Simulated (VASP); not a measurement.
# CdSe (rocksalt type) (Fm-3m) in VASP: notebook

The runs below take CdSe (rocksalt type) through single point, with PBE.

Everything below comes from runs of VASP 6.6.1. Logs are shortened: lines on timing, memory, paths and dates and some standing lists are left out, and cuts for length are marked.

**1. The cell of the first run**

The structure is cubic, space group Fm-3m (No. 225). The conventional cell has a = 5.457 Å, b = 5.457 Å, c = 5.457 Å, α = 90.00°, β = 90.00°, γ = 90.00°. Within 3.6 Å of Cd (site symmetry m-3m) lie 6 Se at 2.73 Å. Within 3.6 Å of Se (site symmetry m-3m) lie 6 Cd at 2.73 Å.

**2. Single point, PBE**

INCAR reads:

```
PREC = Accurate ; ENCUT = 520
EDIFF = 1E-6 ; ISMEAR = -1
SIGMA = 0.08 ; LREAL = False
LASPH = True ; NELM = 60
ALGO = Normal ; ISIF = 2
LWAVE = False ; LCHARG = False
GGA = PE ; NBANDS = 16
```

KPOINTS reads:

```
Automatic mesh
0
Gamma
  13 13 13
```

POSCAR reads:

```
CdSe
1.0
    0.0000000000      2.7282554766      2.7282554766
    2.7282554766      0.0000000000      2.7282554766
    2.7282554766      2.7282554766      0.0000000000
Cd Se
1 1
Direct
    0.0000000000      0.0000000000      0.0000000000
    0.5000000000      0.5000000000      0.5000000000
```

Potentials or basis: VASP PAW PBE potentials, release 64 (Cd, Se).

Launch:

```
> cat potpaw_PBE.64/Cd/POTCAR potpaw_PBE.64/Se/POTCAR > POTCAR
> mpirun -np 1 vasp_std > vasp.out
```

OUTCAR:

```text
PREC = Accurate
   ENCUT = 520
   EDIFF = 1E-6
   ISMEAR = -1
   LREAL = False
   LASPH = True
   NELM = 60
   ISIF = 2
   GGA = PE

 ion  position               nearest neighbor table
   1  0.000  0.000  0.000-   2 2.73   2 2.73   2 2.73   2 2.73   2 2.73   2 2.73
   2  0.500  0.500  0.500-   1 2.73   1 2.73   1 2.73   1 2.73   1 2.73   1 2.73

  LATTYP: Found a face centered cubic cell.
 ALAT       =     5.4565109532

  Lattice vectors:

 A1 = (   0.0000000000,   2.7282554766,   2.7282554766)
 A2 = (   2.7282554766,   0.0000000000,   2.7282554766)
 A3 = (   2.7282554766,   2.7282554766,   0.0000000000)

Analysis of symmetry for initial positions (statically):
=====================================================================
 Subroutine PRICEL returns:
 Original cell was already a primitive cell.

 Routine SETGRP: Setting up the symmetry group for a
 face centered cubic supercell.

 Subroutine GETGRP returns: Found 48 space group operations
 (whereof 48 operations were pure point group operations)
 out of a pool of 48 trial point group operations.

The static configuration has the point symmetry O_h .

Analysis of symmetry for dynamics (positions and initial velocities):
=====================================================================
 Subroutine PRICEL returns:
 Original cell was already a primitive cell.

 Routine SETGRP: Setting up the symmetry group for a
 face centered cubic supercell.

 Subroutine GETGRP returns: Found 48 space group operations
 (whereof 48 operations were pure point group operations)
 out of a pool of 48 trial point group operations.

The dynamic configuration has the point symmetry O_h .

 Subroutine INISYM returns: Found 48 space group operations
 (whereof 48 operations are pure point group operations),
 and found     1 'primitive' translations

----------------------------------------------------------------------------------------

                                     Primitive cell

  volume of cell :      40.6149

  direct lattice vectors                    reciprocal lattice vectors
     0.000000000  2.728255477  2.728255477    -0.183267295  0.183267295  0.183267295
     2.728255477  0.000000000  2.728255477     0.183267295 -0.183267295  0.183267295
     2.728255477  2.728255477  0.000000000     0.183267295  0.183267295 -0.183267295

  length of vectors
     3.858335897  3.858335897  3.858335897     0.317428266  0.317428266  0.317428266

  position of ions in fractional coordinates (direct lattice)
     0.000000000  0.000000000  0.000000000
     0.500000000  0.500000000  0.500000000

  ion indices of the primitive-cell ions
   primitive index   ion index
                 1           1
                 2           2

----------------------------------------------------------------------------------------

 KPOINTS: Automatic mesh

Automatic generation of k-mesh.
 Grid dimensions read from file:
 generate k-points for:   13   13   13

 Generating k-lattice:

  Cartesian coordinates                     Fractional coordinates (reciprocal lattice)
    -0.014097484  0.014097484  0.014097484     0.076923077  0.000000000  0.000000000
     0.014097484 -0.014097484  0.014097484     0.000000000  0.076923077  0.000000000
     0.014097484  0.014097484 -0.014097484     0.000000000  0.000000000  0.076923077

  Length of vectors
     0.024417559  0.024417559  0.024417559

  Shift w.r.t. Gamma in fractional coordinates (k-lattice)
     0.000000000  0.000000000  0.000000000

 Subroutine IBZKPT returns following result:
 ===========================================

 Found     84 irreducible k-points:

 Following reciprocal coordinates:
            Coordinates               Weight
  0.000000  0.000000  0.000000      1.000000
  0.076923  0.000000  0.000000      8.000000
  0.153846  0.000000  0.000000      8.000000
  0.230769  0.000000  0.000000      8.000000
  0.307692  0.000000  0.000000      8.000000
  0.384615  0.000000  0.000000      8.000000
[... 16 lines left out ...]
  0.384615  0.153846  0.000000     24.000000
  0.461538  0.153846  0.000000     24.000000
 [... further k-points ...]
   k-points           NKPTS =     84   k-points in BZ     NKDIM =     84   number of bands    NBANDS=     16
   number of dos      NEDOS =    301   number of ions     NIONS =      2
   total plane-waves  NPLWV =  27000
   dimension x,y,z NGX =    30 NGY =   30 NGZ =   30
   dimension x,y,z NGXF=    60 NGYF=   60 NGZF=   60
   ions per type =               1   1
   NGX,Y,Z   is equivalent  to a cutoff of  12.93, 12.93, 12.93 a.u.
   NGXF,Y,Z  is equivalent  to a cutoff of  25.85, 25.85, 25.85 a.u.
 SYSTEM =  unknown system
   PREC   = accura    normal or accurate (medium, high low for compatibility)
   ISTART =      0    job   : 0-new  1-cont  2-samecut
   ICHARG =      2    charge: 1-file 2-atom 10-const
   ISPIN  =      1    spin polarized calculation?
   LNONCOLLINEAR =      F non collinear calculations
   LSORBIT =      F    spin-orbit coupling
   LASPH  =      T    aspherical Exc in radial PAW
   ENCUT  =  520.0 eV  38.22 Ry    6.18 a.u.   7.17  7.17  7.17*2*pi/ulx,y,z
   NELM   =     60;   NELMIN=  2; NELMDL= -5     # of ELM steps
   EDIFF  = 0.1E-05   stopping-criterion for ELM
   LREAL  =      F    real-space projection
   EDIFFG = 0.1E-04   stopping-criterion for IOM
   NSW    =      0    number of steps for IOM
   IBRION =     -1    ionic relax: 0-MD 1-quasi-New 2-CG
   NFREE  =      0    steps in history (QN), initial steepest desc. (CG)
   ISIF   =      2    stress and relaxation
   ISYM   =      2    0-nonsym 1-usesym 2-fastsym
   POTIM  = 0.5000    time-step for ionic-motion
   TEBEG  =    0.0;   TEEND  =   0.0 temperature during run
   PSTRESS=    0.0 pullay stress
   NELECT =      18.0000    total number of electrons
   NUPDOWN=      -1.0000    fix difference up-down
   EMIN   =  10.00;   EMAX   =-10.00  energy-range for DOS
   EFERMI =   0.00;   METHOD = LEGACY
   ISMEAR =    -1;   SIGMA  =   0.08  broadening in eV -4-tet -1-fermi 0-gaus
   EFERMI_NEDOS =   21; number of points for ismear=-14 and -15
   IALGO  =     38    algorithm
   IMIX   =      4    mixing-type and parameters
     AMIX     =   0.40;   BMIX     =  1.00
     AMIX_MAG =   1.60;   BMIX_MAG =  1.00
  volume/ion in A,a.u.               =      20.31       137.04
  Fermi-wavevector in a.u.,A,eV,Ry     =   1.248161  2.358682 21.196599  1.557906
  Thomas-Fermi vector in A             =   2.382260
   LORBIT       =      0    0 simple, 1 ext, 2 COOP (PROOUT), +10 PAW based schemes
   GGA     = PE    functional components
   LHFCALC =     F    Hartree Fock is set to
   AEXX    =    0.0000 exact exchange contribution
   IVDW    =     0    specifies the selected vdW correction
   LEPSILON=     F    determine dielectric tensor
   LRPA    =     F    only Hartree local field effects (RPA)
 non-spin polarized calculation
  energy-cutoff  :      520.00
  volume of cell :       40.61
 maximum number of plane-waves:      1109
 NGX is ok and might be reduce to    30
   NGX = 15   NGY = 15   NGZ = 15

 number of electron      18.0000005 magnetization

 Free energy of the ion-electron system (eV)
  ---------------------------------------------------
  ext. energy  EPLUGINS =         0.00000000
  ---------------------------------------------------
  free energy    TOTEN  =        -4.95676310 eV

  energy without entropy =       -4.94894852  energy(sigma->0) =       -4.95285581

 E-fermi :   3.8670     XC(G=0): -10.7670

 val. band max:        3.7799884758   @ k =  -0.2308   0.1538   0.0000
 cond. band min:       3.9272077213   @ k =   0.4615   0.3846   0.0000
 fundamental gap:      0.1472192455
 Fermi energy:         3.8669606454

 k-point     1 :       0.0000    0.0000    0.0000
  band No.  band energies     occupation
      1     -10.2003      2.00000
      2      -4.5324      2.00000
      3      -4.5324      2.00000
      4      -4.5122      2.00000
      5      -4.5122      2.00000
      6      -4.5122      2.00000
[... 8 lines left out ...]
     15      14.3731      0.00000
     16      14.3731      0.00000

 k-point     2 :       0.0769    0.0000    0.0000
  band No.  band energies     occupation
      1     -10.1427      2.00000
      2      -4.5525      2.00000
      3      -4.5525      2.00000
      4      -4.5191      2.00000
      5      -4.5018      2.00000
      6      -4.5018      2.00000
[... 8 lines left out ...]
     15      13.7793      0.00000
     16      14.0368      0.00000

 k-point     3 :       0.1538    0.0000    0.0000
  band No.  band energies     occupation
      1      -9.9756      2.00000
      2      -4.6115      2.00000
      3      -4.6115      2.00000
      4      -4.5419      2.00000
      5      -4.4684      2.00000
      6      -4.4684      2.00000
[... 8 lines left out ...]
     15      13.5997      0.00000
     16      13.7852      0.00000

 k-point     4 :       0.2308    0.0000    0.0000
  band No.  band energies     occupation
      1      -9.7181      2.00000
      2      -4.6932      2.00000
      3      -4.6932      2.00000
      4      -4.5868      2.00000
      5      -4.4200      2.00000
      6      -4.4200      2.00000
[... 8 lines left out ...]
     15      14.1087      0.00000
     16      14.1087      0.00000
[... 324 lines left out ...]
 k-point    22 :       0.3077    0.1538    0.0000
  band No.  band energies     occupation
      1      -9.5075      2.00000
      2      -4.7784      2.00000
      3      -4.6059      2.00000
      4      -4.5945      2.00000
      5      -4.4005      2.00000
      6      -4.3575      2.00000
[... 8 lines left out ...]
     15      16.0052      0.00000
     16      16.2297      0.00000

 k-point    23 :       0.3846    0.1538    0.0000
  band No.  band energies     occupation
      1      -9.2471      2.00000
      2      -4.7841      2.00000
      3      -4.6870      2.00000
      4      -4.6331      2.00000
      5      -4.3539      2.00000
      6      -4.3107      2.00000
[... 8 lines left out ...]
     15      16.3883      0.00000
     16      16.9651      0.00000

 k-point    24 :       0.4615    0.1538    0.0000
  band No.  band energies     occupation
      1      -9.0265      2.00000
      2      -4.7633      2.00000
      3      -4.7570      2.00000
      4      -4.6891      2.00000
      5      -4.3077      2.00000
      6      -4.2862      2.00000
[... 8 lines left out ...]
     15      17.2389      0.00000
     16      17.5192      0.00000

 [... further k-points ...]

------------------------ aborting loop because EDIFF is reached ----------------------------------------

  FORCE on cell =-STRESS in cart. coord.  units (eV):
  Direction    XX          YY          ZZ          XY          YZ          ZX
  --------------------------------------------------------------------------------------
  -------------------------------------------------------------------------------------
  Total        3.4699774      3.4699774      3.4699774      0.0000000      0.0000000      0.0000000
  in kB      136.8838211    136.8838211    136.8838211      0.0000000      0.0000000      0.0000000
  external PRESSURE =     136.8838211 kB  Pullay stress =       0.0000000 kB

 VOLUME and BASIS-vectors are now :
 -----------------------------------------------------------------------------
  energy-cutoff  :      520.00
  volume of cell :       40.61
      direct lattice vectors                 reciprocal lattice vectors
     0.000000000  2.728255477  2.728255477    -0.183267295  0.183267295  0.183267295
     2.728255477  0.000000000  2.728255477     0.183267295 -0.183267295  0.183267295
     2.728255477  2.728255477  0.000000000     0.183267295  0.183267295 -0.183267295

 POSITION                                       TOTAL-FORCE (eV/Angst)
 -----------------------------------------------------------------------------------
      0.00000      0.00000      0.00000        -0.000000      0.000000      0.000000
      2.72826      2.72826      2.72826         0.000000     -0.000000     -0.000000
 -----------------------------------------------------------------------------------
    total drift:                               -0.000000      0.000000      0.000000

  FREE ENERGIE OF THE ION-ELECTRON SYSTEM (eV)
  ---------------------------------------------------
  free  energy   TOTEN  =        -4.9567631048 eV

  energy  without entropy=       -4.9489485165  energy(sigma->0) =       -4.95285581
```

Wall time 40 s (1 thread of Intel Xeon Platinum 8559C (Emerald Rapids), shared host); peak memory 0.2 GiB.

What came out:

| Property | Result |
| --- | --- |
| Free energy | -4.9568 eV |
| Pressure | 13.7 GPa |
| Band gap on the k mesh | zero (band 9 reaches 3.78 eV, above the bottom of band 10 at 3.35 eV) |

**3. Single point, PBE**

INCAR reads:

```
SYSTEM = CdSe
PREC     = Accurate       ! precision mode
ENCUT    = 520            ! plane-wave cutoff, eV
EDIFF    = 1E-6           ! SCF threshold, eV
ISMEAR   = -1             ! smearing method
SIGMA    = 0.08           ! smearing width, eV
LREAL    = .FALSE.        ! projectors in reciprocal space
LASPH    = .TRUE.         ! aspherical terms in the spheres
NELM     = 60             ! most SCF steps
ALGO     = Normal         ! electronic algorithm
ISIF     = 2              ! what is computed and relaxed
LWAVE    = .FALSE.        ! write WAVECAR
LCHARG   = .TRUE.         ! write CHGCAR
GGA      = PE             ! functional
LELF     = .TRUE.         ! ELF
LVHAR    = .TRUE.       
NBANDS   = 16             ! bands
```

KPOINTS reads:

```
Automatic mesh
0
G
  13 13 13
  0 0 0
```

POSCAR is that of step 2.

Potentials or basis: VASP PAW PBE potentials, release 64 (Cd, Se).

Launch:

```
> cat potpaw_PBE.64/Cd/POTCAR potpaw_PBE.64/Se/POTCAR > POTCAR
> mpirun -np 1 vasp_std > vasp.out
```

Run time: 41 s. Hardware: 1 thread of Intel Xeon Platinum 8559C (Emerald Rapids), shared host; peak memory 0.2 GiB.

It converged, with:

| Quantity | Value |
| --- | --- |
| Free energy | -4.9568 eV |
| Pressure | 13.7 GPa |
| Band gap on the k mesh | zero (band 9 reaches 3.78 eV, above the bottom of band 10 at 3.35 eV) |

Levels at points of the mesh, in eV from the Fermi level:
| k point | band 6 | band 7 | band 8 | band 9 | band 10 | band 11 | band 12 | band 13 |
| --- | --- | --- | --- | --- | --- | --- | --- | --- |
| (0.00, 0.00, 0.00) | -8.38 | -0.98 | -0.98 | -0.98 | 0.67 | 8.66 | 8.66 | 8.66 |

(Part 1 of 2 ends here.)
